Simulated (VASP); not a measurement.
Wanted: the native input for a VASP 6.6.1 run.

| Property | Result |
| --- | --- |
| Task | single point |
| Functional | r2SCAN |
| Potentials or basis | VASP PAW PBE potentials, release 64 (Ba_sv, Hf_pv, O) |
| Cutoff | 520 eV |
| k mesh | 4 × 4 × 4 |
| Occupations | gaussian, width 0.1 eV |
| Spin | no spin polarisation |
| Dipole correction | no |
| Further INCAR settings | ALGO = Normal; EDIFF = 1e-06; NBANDS = 27 |

Crystal: BaHfO3 (kscan).

```
CELL_PARAMETERS angstrom
4.16984 0.00000 0.00000
0.00000 4.16984 0.00000
0.00000 0.00000 4.16984
ATOMIC_POSITIONS crystal
Ba 0.50000 0.50000 0.50000
Hf 0.00000 0.00000 0.00000
O 0.00000 0.50000 0.00000
O 0.50000 0.00000 0.00000
O 0.00000 0.00000 0.50000
```

One way to write it, as run:

POSCAR

```
BaHfO3
1.0
    4.1698367400      0.0000000000      0.0000000000
    0.0000000000      4.1698367400      0.0000000000
    0.0000000000      0.0000000000      4.1698367400
Ba Hf O
1 1 3
Direct
    0.5000000000      0.5000000000      0.5000000000
    0.0000000000      0.0000000000      0.0000000000
    0.0000000000      0.5000000000      0.0000000000
    0.5000000000      0.0000000000      0.0000000000
    0.0000000000      0.0000000000      0.5000000000
```

INCAR.step1

```
SYSTEM = BaHfO3
PREC = Accurate ; ENCUT = 520
ISMEAR = 0 ; SIGMA = 0.1
LREAL = .FALSE. ; LASPH = .TRUE.
NELM = 60 ; NBANDS = 27
GGA = PE ; ALGO = Normal
EDIFF = 1E-4 ; LWAVE = .TRUE.
LCHARG = .FALSE.
```

INCAR.step2

```
SYSTEM = BaHfO3
PREC = Accurate ; ENCUT = 520
EDIFF = 1E-6 ; ISMEAR = 0
SIGMA = 0.1 ; LREAL = .FALSE.
LASPH = .TRUE. ; NELM = 60
ALGO = Normal ; ISIF = 2
LWAVE = .FALSE. ; LCHARG = .FALSE.
METAGGA = R2SCAN ; LMIXTAU = .TRUE.
NBANDS = 27 ; ISTART = 1
```

KPOINTS

```
regular mesh
0
G
  4 4 4
  0 0 0
```

Potentials or basis: VASP PAW PBE potentials, release 64 (Ba_sv, Hf_pv, O).

Run with:

```bash
$ cat potpaw_PBE.64/Ba_sv/POTCAR potpaw_PBE.64/Hf_pv/POTCAR potpaw_PBE.64/O/POTCAR > POTCAR
$ cp INCAR.step1 INCAR
$ mpirun -np 1 vasp_std > vasp.out
$ cp INCAR.step2 INCAR
$ mpirun -np 1 vasp_std > vasp.out
```

Results of the run:

```
Pressure               : 0.2 GPa
Band gap on the k mesh : 4.12 eV, indirect (least direct gap 4.35 eV)
```

Caveat: the PAW data sets were made with another functional, which shifts forces and pressure a little; spin-orbit coupling is left out, which moves the levels of the heavy elements.

Wall time 35 s on 1 thread of Intel(R) Xeon(R) 6975P-C (Granite Rapids) (shared host), peak memory 0.2 GiB.
